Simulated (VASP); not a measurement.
# Mo (Im-3m) in VASP: single point with PBE

Aim: the single point of Mo with PBE.

All numbers are computed with VASP 6.6.1; they aren't measurements. Logs are shortened: lines on timing, memory, paths and dates and some standing lists are left out, and cuts for length are marked.

## Step 1: The cell of the first run

It takes space group Im-3m (No. 229, cubic). Conventional cell: a = 3.161 Å, b = 3.161 Å, c = 3.161 Å, α = 90.00°, β = 90.00°, γ = 90.00°. Within 3.6 Å of Mo (site symmetry m-3m) lie 14 Mo at 2.74 to 3.16 Å.

## Step 2: Single point, PBE

INCAR reads:

```
ALGO     = Normal         # electronic algorithm
EDIFF    = 1E-6           # SCF threshold, eV
ENCUT    = 500            # plane-wave cutoff, eV
GGA      = PE             # functional
GGA_COMPAT= F            
ISIF     = 2              # what is computed and relaxed
ISMEAR   = 0              # smearing method
ISYM     = 0            
LASPH    = T              # aspherical terms in the spheres
LCHARG   = T              # write CHGCAR
LELF     = T              # ELF
LREAL    = F              # projectors in reciprocal space
LVHAR    = T            
LWAVE    = F              # write WAVECAR
NBANDS   = 13             # bands
NELM     = 120            # most SCF steps
PREC     = Accurate       # precision mode
SIGMA    = 0.1            # smearing width, eV
```

KPOINTS reads:

```
k-points
0
Gamma
  13 13 15
```

POSCAR reads:

```
Mo
1.0
    2.7371617745      0.0000000000      0.0000000000
   -0.9123872582      2.5806208692      0.0000000000
    0.9123872582      1.2903104346      2.2348832303
Mo
1
Direct
    0.0000000000      0.0000000000      0.0000000000
```

Potentials or basis: VASP PAW PBE potentials, release 64 (Mo_sv).

On the command line:

```sh
cat potpaw_PBE.64/Mo_sv/POTCAR > POTCAR
mpirun -np 1 vasp_std > vasp.out
```

OUTCAR:

```text
EDIFF = 1E-6
   ENCUT = 500
   GGA = PE
   ISIF = 2
   ISMEAR = 0
   ISYM = 0
   LASPH = T
   LREAL = F
   NELM = 120
   PREC = Accurate

 ion  position               nearest neighbor table
   1  0.000  0.000  0.000-

IMPORTANT INFORMATION: All symmetrisations will be switched off!
NOSYMM: (Re-)initialisation of all symmetry stuff for point group C_1.

----------------------------------------------------------------------------------------

                                     Primitive cell

  volume of cell :      15.7863

  direct lattice vectors                    reciprocal lattice vectors
     2.737161775  0.000000000  0.000000000     0.365341943  0.129167883 -0.223725335
    -0.912387258  2.580620869  0.000000000     0.000000000  0.387503648 -0.223725335
     0.912387258  1.290310435  2.234883230     0.000000000  0.000000000  0.447450671

  length of vectors
     2.737161775  2.737161774  2.737161774     0.447450671  0.447450671  0.447450671

  position of ions in fractional coordinates (direct lattice)
     0.000000000  0.000000000  0.000000000

  ion indices of the primitive-cell ions
   primitive index   ion index
                 1           1

----------------------------------------------------------------------------------------

 KPOINTS: k-points

Automatic generation of k-mesh.
 Grid dimensions read from file:
 generate k-points for:   13   13   15

 Generating k-lattice:

  Cartesian coordinates                     Fractional coordinates (reciprocal lattice)
     0.028103226  0.009935991 -0.017209641     0.076923077  0.000000000 -0.000000000
     0.000000000  0.029807973 -0.017209641     0.000000000  0.076923077 -0.000000000
     0.000000000  0.000000000  0.029830045     0.000000000  0.000000000  0.066666667

  Length of vectors
     0.034419282  0.034419282  0.029830045

  Shift w.r.t. Gamma in fractional coordinates (k-lattice)
     0.000000000  0.000000000  0.000000000

 -----------------------------------------------------------------------------
|                                                                             |
|           W    W    AA    RRRRR   N    N  II  N    N   GGGG   !!!           |
|           W    W   A  A   R    R  NN   N  II  NN   N  G    G  !!!           |
|           W    W  A    A  R    R  N N  N  II  N N  N  G       !!!           |
|           W WW W  AAAAAA  RRRRR   N  N N  II  N  N N  G  GGG   !            |
|           WW  WW  A    A  R   R   N   NN  II  N   NN  G    G                |
|           W    W  A    A  R    R  N    N  II  N    N   GGGG   !!!           |
|                                                                             |
|     Your reciprocal lattice and k-lattice belong to different lattice       |
|     classes:                                                                |
|                                                                             |
|        The reciprocal lattice is face-centered cubic,                       |
|        whereas your k-lattice is base-centered monoclinic.                  |
|                                                                             |
|     Results are often still useful ...                                      |
|                                                                             |
 -----------------------------------------------------------------------------

 WARNING: IBZKPT: internal override: KBLOWUP is changed to .FALSE.
      ... skipping the blow-up phase ...

 Subroutine IBZKPT returns following result:
 ===========================================

 Found   1268 irreducible k-points:

 Following reciprocal coordinates:
            Coordinates               Weight
  0.000000  0.000000  0.000000      1.000000
  0.076923  0.000000 -0.000000      2.000000
  0.153846  0.000000 -0.000000      2.000000
  0.230769  0.000000 -0.000000      2.000000
  0.307692  0.000000 -0.000000      2.000000
  0.384615 -0.000000 -0.000000      2.000000
[... 16 lines left out ...]
  0.153846  0.153846 -0.000000      2.000000
  0.230769  0.153846 -0.000000      2.000000
 [... further k-points ...]
   k-points           NKPTS =   1268   k-points in BZ     NKDIM =   1268   number of bands    NBANDS=     13
   number of dos      NEDOS =    301   number of ions     NIONS =      1
   total plane-waves  NPLWV =   8000
   dimension x,y,z NGX =    20 NGY =   20 NGZ =   20
   dimension x,y,z NGXF=    40 NGYF=   40 NGZF=   40
   ions per type =               1
   NGX,Y,Z   is equivalent  to a cutoff of  12.15, 12.15, 12.15 a.u.
   NGXF,Y,Z  is equivalent  to a cutoff of  24.29, 24.29, 24.29 a.u.
 SYSTEM =  unknown system
   PREC   = accura    normal or accurate (medium, high low for compatibility)
   ISTART =      0    job   : 0-new  1-cont  2-samecut
   ICHARG =      2    charge: 1-file 2-atom 10-const
   ISPIN  =      1    spin polarized calculation?
   LNONCOLLINEAR =      F non collinear calculations
   LSORBIT =      F    spin-orbit coupling
   LASPH  =      T    aspherical Exc in radial PAW
   ENCUT  =  500.0 eV  36.75 Ry    6.06 a.u.   4.99  4.99  4.99*2*pi/ulx,y,z
   NELM   =    120;   NELMIN=  2; NELMDL= -5     # of ELM steps
   EDIFF  = 0.1E-05   stopping-criterion for ELM
   LREAL  =      F    real-space projection
   EDIFFG = 0.1E-04   stopping-criterion for IOM
   NSW    =      0    number of steps for IOM
   IBRION =     -1    ionic relax: 0-MD 1-quasi-New 2-CG
   NFREE  =      0    steps in history (QN), initial steepest desc. (CG)
   ISIF   =      2    stress and relaxation
   ISYM   =      0    0-nonsym 1-usesym 2-fastsym
   POTIM  = 0.5000    time-step for ionic-motion
   TEBEG  =    0.0;   TEEND  =   0.0 temperature during run
   PSTRESS=    0.0 pullay stress
   NELECT =      14.0000    total number of electrons
   NUPDOWN=      -1.0000    fix difference up-down
   EMIN   =  10.00;   EMAX   =-10.00  energy-range for DOS
   EFERMI =   0.00;   METHOD = LEGACY
   ISMEAR =     0;   SIGMA  =   0.10  broadening in eV -4-tet -1-fermi 0-gaus
   EFERMI_NEDOS =   21; number of points for ismear=-14 and -15
   IALGO  =     38    algorithm
   IMIX   =      4    mixing-type and parameters
     AMIX     =   0.40;   BMIX     =  1.00
     AMIX_MAG =   1.60;   BMIX_MAG =  1.00
  volume/ion in A,a.u.               =      15.79       106.53
  Fermi-wavevector in a.u.,A,eV,Ry     =   1.572863  2.972281 33.659443  2.473899
  Thomas-Fermi vector in A             =   2.674234
   LORBIT       =      0    0 simple, 1 ext, 2 COOP (PROOUT), +10 PAW based schemes
   GGA     = PE    functional components
   LHFCALC =     F    Hartree Fock is set to
   AEXX    =    0.0000 exact exchange contribution
   IVDW    =     0    specifies the selected vdW correction
   LEPSILON=     F    determine dielectric tensor
   LRPA    =     F    only Hartree local field effects (RPA)
 non-spin polarized calculation
 Gauss-broadening in eV      SIGMA  =   0.10
  energy-cutoff  :      500.00
  volume of cell :       15.79
 maximum number of plane-waves:       420
   NGX =  9   NGY =  9   NGZ =  9

 number of electron      14.0000004 magnetization

 Free energy of the ion-electron system (eV)
  ---------------------------------------------------
  ext. energy  EPLUGINS =         0.00000000
  ---------------------------------------------------
  free energy    TOTEN  =       -10.94150420 eV

  energy without entropy =      -10.93885332  energy(sigma->0) =      -10.94017876

 E-fermi :  12.5206     XC(G=0): -13.3343

 val. band max:       12.5197316568   @ k =   0.3077  -0.1538   0.2667
 cond. band min:      12.5228465933   @ k =   0.1538  -0.3077   0.1333
 fundamental gap:      0.0031149365
 Fermi energy:        12.5206072475

 k-point     1 :       0.0000    0.0000    0.0000
  band No.  band energies     occupation
      1     -48.8387      2.00000
      2     -22.1341      2.00000
      3     -22.1309      2.00000
      4     -22.1182      2.00000
      5       5.2326      2.00000
      6      11.0868      2.00000
      7      11.0908      2.00000
      8      11.1027      2.00000
      9      14.0825      0.00000
     10      14.0830      0.00000
     11      27.2467      0.00000
     12      27.2543      0.00000
     13      27.2565      0.00000

 k-point     2 :       0.0769    0.0000   -0.0000
  band No.  band energies     occupation
      1     -48.8244      2.00000
      2     -22.2146      2.00000
      3     -22.1549      2.00000
      4     -22.1230      2.00000
      5       5.4901      2.00000
      6      10.9526      2.00000
      7      11.0673      2.00000
      8      11.3318      2.00000
      9      13.8791      0.00000
     10      14.0871      0.00000
     11      27.4413      0.00000
     12      27.6868      0.00000
     13      27.7408      0.00000

 k-point     3 :       0.1538    0.0000   -0.0000
  band No.  band energies     occupation
      1     -48.7847      2.00000
      2     -22.4409      2.00000
      3     -22.2243      2.00000
      4     -22.1258      2.00000
      5       6.1868      2.00000
      6      10.5782      2.00000
      7      10.9423      2.00000
      8      12.0384      2.00000
      9      13.5531      0.00000
     10      14.1174      0.00000
     11      27.7516      0.00000
     12      28.7026      0.00000
     13      28.9247      0.00000

 k-point     4 :       0.2308    0.0000   -0.0000
  band No.  band energies     occupation
      1     -48.7281      2.00000
      2     -22.7513      2.00000
      3     -22.3223      2.00000
      4     -22.1285      2.00000
      5       7.0298      2.00000
      6      10.1001      2.00000
      7      10.8391      2.00000
      8      13.1478      0.00000
      9      13.5179      0.00000
     10      14.2068      0.00000
     11      27.4384      0.00000
     12      28.7591      0.00000
     13      30.8043      0.00000

 k-point     5 :       0.3077    0.0000   -0.0000
  band No.  band energies     occupation
      1     -48.6675      2.00000
      2     -23.0706      2.00000
      3     -22.4246      2.00000
      4     -22.1312      2.00000
      5       7.4531      2.00000
      6       9.6428      2.00000
      7      11.3603      2.00000
      8      13.7706      0.00000
      9      14.3678      0.00000
     10      14.5365      0.00000
     11      26.3238      0.00000
     12      27.3272      0.00000
     13      33.1230      0.00000
[... 257 lines left out ...]
 k-point    22 :       0.0769    0.1538   -0.0000
  band No.  band energies     occupation
      1     -48.7493      2.00000
      2     -22.6289      2.00000
      3     -22.2702      2.00000
      4     -22.1522      2.00000
      5       6.7874      2.00000
      6      10.3551      2.00000
      7      10.6488      2.00000
      8      12.8228      0.00002
      9      13.3330      0.00000
     10      14.2847      0.00000
     11      28.0203      0.00000
     12      28.9026      0.00000
     13      29.6517      0.00000

 k-point    23 :       0.1538    0.1538   -0.0000
  band No.  band energies     occupation
      1     -48.6989      2.00000
      2     -22.8672      2.00000
      3     -22.3535      2.00000
      4     -22.1920      2.00000
      5       7.5906      2.00000
      6      10.1225      2.00000
      7      10.2276      2.00000
      8      13.2066      0.00000
      9      14.0968      0.00000
     10      14.5651      0.00000
     11      27.9147      0.00000
     12      28.3751      0.00000
     13      30.3481      0.00000

 k-point    24 :       0.2308    0.1538   -0.0000
  band No.  band energies     occupation
      1     -48.6451      2.00000
      2     -23.0985      2.00000
      3     -22.4790      2.00000
      4     -22.2128      2.00000
      5       8.0899      2.00000
      6       9.6982      2.00000
      7      10.4824      2.00000
      8      13.3852      0.00000
      9      14.7140      0.00000
     10      15.7565      0.00000
     11      26.4609      0.00000
     12      27.6114      0.00000
     13      31.2148      0.00000

 [... further k-points ...]

------------------------ aborting loop because EDIFF is reached ----------------------------------------

  FORCE on cell =-STRESS in cart. coord.  units (eV):
  Direction    XX          YY          ZZ          XY          YZ          ZX
  --------------------------------------------------------------------------------------
  -------------------------------------------------------------------------------------
  Total        0.0354903      0.0424415      0.0176625      0.0098295     -0.0048759     -0.0034473
  in kB        3.6019730      4.3074685      1.7926011      0.9976129     -0.4948677     -0.3498693
  external PRESSURE =       3.2340142 kB  Pullay stress =       0.0000000 kB

 VOLUME and BASIS-vectors are now :
 -----------------------------------------------------------------------------
  energy-cutoff  :      500.00
  volume of cell :       15.79
      direct lattice vectors                 reciprocal lattice vectors
     2.737161775  0.000000000  0.000000000     0.365341943  0.129167883 -0.223725335
    -0.912387258  2.580620869  0.000000000     0.000000000  0.387503648 -0.223725335
     0.912387258  1.290310435  2.234883230     0.000000000  0.000000000  0.447450671

 POSITION                                       TOTAL-FORCE (eV/Angst)
 -----------------------------------------------------------------------------------
      0.00000      0.00000      0.00000        -0.000000      0.000000     -0.000000
 -----------------------------------------------------------------------------------
    total drift:                               -0.000000      0.000000     -0.000000

  FREE ENERGIE OF THE ION-ELECTRON SYSTEM (eV)
  ---------------------------------------------------
  free  energy   TOTEN  =       -10.9415041962 eV

  energy  without entropy=      -10.9388533231  energy(sigma->0) =      -10.94017876
```

It took 2.2 min on 1 thread of Intel Xeon 8259CL, shared host; peak memory 0.33 GiB.

What came out:

```
Free energy            : -10.9415 eV
Pressure               : 0.3 GPa
Band gap on the k mesh : zero (bands 7 and 8 overlap by 4.93 eV)
```
